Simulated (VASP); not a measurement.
# Au in VASP: notebook, part 2 of 2

VASP 6.6.1. The steps go on from the part before.

## (5) Single point, PBE (strain -0.080 along x and y, -0.040 along z)

INCAR reads:

```
SYSTEM = Au
PREC = Accurate
ENCUT = 520
EDIFF = 1E-7
ISMEAR = 0
SIGMA = 0.15
LREAL = .False.
LASPH = .True.
NELM = 60
ALGO = Normal
ISIF = 2
LWAVE = .False.
LCHARG = .False.
GGA = PE
NBANDS = 12
```

KPOINTS reads:

```
regular mesh
0
Gamma
  20 20 20
  0 0 0
```

POSCAR reads:

```
Au
1.0
    0.0000000000      1.8818600000      1.9636800000
    1.8818600000      0.0000000000      1.9636800000
    1.8818600000      1.8818600000      0.0000000000
Au
1
Direct
    0.0000000000      0.0000000000      0.0000000000
```

Potentials or basis: VASP PAW PBE potentials, release 64 (Au).

Launch:

```bash
$ cat potpaw_PBE.64/Au/POTCAR > POTCAR
$ mpirun -np 1 vasp_std > vasp.out
```

OUTCAR:

```text
SYSTEM = Au
   PREC = Accurate
   ENCUT = 520
   EDIFF = 1E-7
   ISMEAR = 0
   LREAL = .False.
   LASPH = .True.
   NELM = 60
   ISIF = 2
   GGA = PE

 ion  position               nearest neighbor table
   1  0.000  0.000  0.000-

  LATTYP: Found a body centered tetragonal cell.
 ALAT       =     2.6613519345
 C/A-ratio  =     1.4757011086

  Lattice vectors:

 A1 = (  -1.8818600000,   0.0000000000,   1.9636800000)
 A2 = (   1.8818600000,   0.0000000000,   1.9636800000)
 A3 = (   0.0000000000,   1.8818600000,  -1.9636800000)

Analysis of symmetry for initial positions (statically):
=====================================================================
 Subroutine PRICEL returns:
 Original cell was already a primitive cell.

 Routine SETGRP: Setting up the symmetry group for a
 body centered tetragonal supercell.

 Subroutine GETGRP returns: Found 16 space group operations
 (whereof 16 operations were pure point group operations)
 out of a pool of 16 trial point group operations.

The static configuration has the point symmetry D_4h.

Analysis of symmetry for dynamics (positions and initial velocities):
=====================================================================
 Subroutine PRICEL returns:
 Original cell was already a primitive cell.

 Routine SETGRP: Setting up the symmetry group for a
 body centered tetragonal supercell.

 Subroutine GETGRP returns: Found 16 space group operations
 (whereof 16 operations were pure point group operations)
 out of a pool of 16 trial point group operations.

The dynamic configuration has the point symmetry D_4h.

 Subroutine INISYM returns: Found 16 space group operations
 (whereof 16 operations are pure point group operations),
 and found     1 'primitive' translations

----------------------------------------------------------------------------------------

                                     Primitive cell

  volume of cell :      13.9083

  direct lattice vectors                    reciprocal lattice vectors
     0.000000000  1.881860000  1.963680000    -0.265694579  0.265694579  0.254623971
     1.881860000  0.000000000  1.963680000     0.265694579 -0.265694579  0.254623971
     1.881860000  1.881860000  0.000000000     0.265694579  0.265694579 -0.254623971

  length of vectors
     2.719822825  2.719822825  2.661351934     0.453894905  0.453894905  0.453894905

  position of ions in fractional coordinates (direct lattice)
     0.000000000  0.000000000  0.000000000

  ion indices of the primitive-cell ions
   primitive index   ion index
                 1           1

----------------------------------------------------------------------------------------

 KPOINTS: regular mesh

Automatic generation of k-mesh.
 Grid dimensions read from file:
 generate k-points for:   20   20   20

 Generating k-lattice:

  Cartesian coordinates                     Fractional coordinates (reciprocal lattice)
    -0.013284729  0.013284729  0.012731199     0.050000000  0.000000000  0.000000000
     0.013284729 -0.013284729  0.012731199     0.000000000  0.050000000  0.000000000
     0.013284729  0.013284729 -0.012731199     0.000000000  0.000000000  0.050000000

  Length of vectors
     0.022694745  0.022694745  0.022694745

  Shift w.r.t. Gamma in fractional coordinates (k-lattice)
     0.000000000  0.000000000  0.000000000

 Subroutine IBZKPT returns following result:
 ===========================================

 Found    641 irreducible k-points:

 Following reciprocal coordinates:
            Coordinates               Weight
  0.000000  0.000000  0.000000      1.000000
  0.050000 -0.000000  0.000000      8.000000
  0.100000 -0.000000  0.000000      8.000000
  0.150000  0.000000  0.000000      8.000000
  0.200000 -0.000000  0.000000      8.000000
  0.250000  0.000000  0.000000      8.000000
[... 16 lines left out ...]
 -0.400000  0.050000  0.000000      8.000000
 -0.350000  0.050000  0.000000      8.000000
 [... further k-points ...]
   k-points           NKPTS =    641   k-points in BZ     NKDIM =    641   number of bands    NBANDS=     12
   number of dos      NEDOS =    301   number of ions     NIONS =      1
   total plane-waves  NPLWV =   8000
   dimension x,y,z NGX =    20 NGY =   20 NGZ =   20
   dimension x,y,z NGXF=    40 NGYF=   40 NGZF=   40
   ions per type =               1
   NGX,Y,Z   is equivalent  to a cutoff of  12.22, 12.22, 12.49 a.u.
   NGXF,Y,Z  is equivalent  to a cutoff of  24.45, 24.45, 24.99 a.u.
 SYSTEM =  Au
   PREC   = accura    normal or accurate (medium, high low for compatibility)
   ISTART =      0    job   : 0-new  1-cont  2-samecut
   ICHARG =      2    charge: 1-file 2-atom 10-const
   ISPIN  =      1    spin polarized calculation?
   LNONCOLLINEAR =      F non collinear calculations
   LSORBIT =      F    spin-orbit coupling
   LASPH  =      T    aspherical Exc in radial PAW
   ENCUT  =  520.0 eV  38.22 Ry    6.18 a.u.   5.06  5.06  4.95*2*pi/ulx,y,z
   NELM   =     60;   NELMIN=  2; NELMDL= -5     # of ELM steps
   EDIFF  = 0.1E-06   stopping-criterion for ELM
   LREAL  =      F    real-space projection
   EDIFFG = 0.1E-05   stopping-criterion for IOM
   NSW    =      0    number of steps for IOM
   IBRION =     -1    ionic relax: 0-MD 1-quasi-New 2-CG
   NFREE  =      0    steps in history (QN), initial steepest desc. (CG)
   ISIF   =      2    stress and relaxation
   ISYM   =      2    0-nonsym 1-usesym 2-fastsym
   POTIM  = 0.5000    time-step for ionic-motion
   TEBEG  =    0.0;   TEEND  =   0.0 temperature during run
   PSTRESS=    0.0 pullay stress
   NELECT =      11.0000    total number of electrons
   NUPDOWN=      -1.0000    fix difference up-down
   EMIN   =  10.00;   EMAX   =-10.00  energy-range for DOS
   EFERMI =   0.00;   METHOD = LEGACY
   ISMEAR =     0;   SIGMA  =   0.15  broadening in eV -4-tet -1-fermi 0-gaus
   EFERMI_NEDOS =   21; number of points for ismear=-14 and -15
   IALGO  =     38    algorithm
   IMIX   =      4    mixing-type and parameters
     AMIX     =   0.40;   BMIX     =  1.00
     AMIX_MAG =   1.60;   BMIX_MAG =  1.00
  volume/ion in A,a.u.               =      13.91        93.86
  Fermi-wavevector in a.u.,A,eV,Ry     =   1.513958  2.860967 31.185507  2.292070
  Thomas-Fermi vector in A             =   2.623680
   LORBIT       =      0    0 simple, 1 ext, 2 COOP (PROOUT), +10 PAW based schemes
   GGA     = PE    functional components
   LHFCALC =     F    Hartree Fock is set to
   AEXX    =    0.0000 exact exchange contribution
   IVDW    =     0    specifies the selected vdW correction
   LEPSILON=     F    determine dielectric tensor
   LRPA    =     F    only Hartree local field effects (RPA)
 non-spin polarized calculation
 Gauss-broadening in eV      SIGMA  =   0.15
  energy-cutoff  :      520.00
  volume of cell :       13.91
 maximum number of plane-waves:       385
   NGX = 11   NGY = 11   NGZ =  9

 number of electron      10.9999999 magnetization

 Free energy of the ion-electron system (eV)
  ---------------------------------------------------
  ext. energy  EPLUGINS =         0.00000000
  ---------------------------------------------------
  free energy    TOTEN  =        -2.50645999 eV

  energy without entropy =       -2.50391379  energy(sigma->0) =       -2.50518689

 E-fermi :  13.3995     XC(G=0): -13.9660

 val. band max:       13.3845122982   @ k =   0.5000   0.1500   0.3500
 cond. band min:      13.4197343216   @ k =   0.5000   0.3000   0.1000
 fundamental gap:      0.0352220235
 Fermi energy:        13.3994542490

 k-point     1 :       0.0000    0.0000    0.0000
  band No.  band energies     occupation
      1       1.0561      2.00000
      2       6.9693      2.00000
      3       7.4938      2.00000
      4       7.4938      2.00000
      5       9.1545      2.00000
      6       9.7575      2.00000
      7      27.3042      0.00000
      8      31.7195      0.00000
      9      32.8541      0.00000
     10      32.8541      0.00000
     11      38.1375      0.00000
     12      45.1150      0.00000
[... 331 lines left out ...]
 k-point    24 :      -0.3500    0.0500    0.0000
  band No.  band energies     occupation
      1       3.9234      2.00000
      2       7.1460      2.00000
      3       7.7049      2.00000
      4       8.6026      2.00000
      5      10.3195      2.00000
      6      11.1504      2.00000
      7      21.1417      0.00000
      8      27.6200      0.00000
      9      32.1763      0.00000
     10      34.4261      0.00000
     11      38.0817      0.00000
     12      40.1943      0.00000

 [... further k-points ...]

------------------------ aborting loop because EDIFF is reached ----------------------------------------

  FORCE on cell =-STRESS in cart. coord.  units (eV):
  Direction    XX          YY          ZZ          XY          YZ          ZX
  --------------------------------------------------------------------------------------
  -------------------------------------------------------------------------------------
  Total        6.5916455      6.5916455      6.2927218      0.0000000      0.0000000      0.0000000
  in kB      759.3274357    759.3274357    724.8927884      0.0000000      0.0000000      0.0000000
  external PRESSURE =     747.8492200 kB  Pullay stress =       0.0000000 kB

 VOLUME and BASIS-vectors are now :
 -----------------------------------------------------------------------------
  energy-cutoff  :      520.00
  volume of cell :       13.91
      direct lattice vectors                 reciprocal lattice vectors
     0.000000000  1.881860000  1.963680000    -0.265694579  0.265694579  0.254623971
     1.881860000  0.000000000  1.963680000     0.265694579 -0.265694579  0.254623971
     1.881860000  1.881860000  0.000000000     0.265694579  0.265694579 -0.254623971

 POSITION                                       TOTAL-FORCE (eV/Angst)
 -----------------------------------------------------------------------------------
      0.00000      0.00000      0.00000         0.000000      0.000000      0.000000
 -----------------------------------------------------------------------------------
    total drift:                                0.000000      0.000000      0.000000

  FREE ENERGIE OF THE ION-ELECTRON SYSTEM (eV)
  ---------------------------------------------------
  free  energy   TOTEN  =        -2.5064599882 eV

  energy  without entropy=       -2.5039137907  energy(sigma->0) =       -2.50518689
```

It took 75 s on 1 thread of Intel Xeon Platinum 8488C (Sapphire Rapids), shared host; peak memory 0.21 GiB.

What came out:

- Free energy: -2.5065 eV
- Pressure: 74.8 GPa
- Band gap on the k mesh: zero (an odd number of electrons rules out a gap without spin polarisation)

Caveat: the cell differs from its parent crystal (strain -0.080 along x and y, -0.040 along z); the cell stands under pressure; spin-orbit coupling is left out, which moves the levels of the heavy elements.

## (6) Summary

```csv
cell,gap on the mesh (eV),pressure (GPa)
"a = 3.124 Å, angles 60.0°, 1 atom",none,-14.7
"a = 3.067, b = 3.067, c = 3.008 Å, angles 60.6, 60.6, 58.7°, 1 atom",none,-10.9
"a = 3.067, b = 3.067, c = 3.124 Å, angles 59.4, 59.4, 61.2°, 1 atom",none,-13.1
"a = 2.720, b = 2.720, c = 2.661 Å, angles 60.7, 60.7, 58.6°, 1 atom",none,74.8
```

Alike in all rows: task single point; level PBE; potentials or basis VASP PAW PBE potentials, release 64 (Au); no spin polarisation; k mesh 20 × 20 × 20; cutoff (eV) 520; smearing gaussian 0.15 eV.

Caveats: spin-orbit coupling is left out, which moves the levels of the heavy elements; the cell stands under tension (at least some runs); the cell stands under pressure (at least some runs).

Total energies depend on the potentials used, so only differences within one code and one set of settings carry meaning.
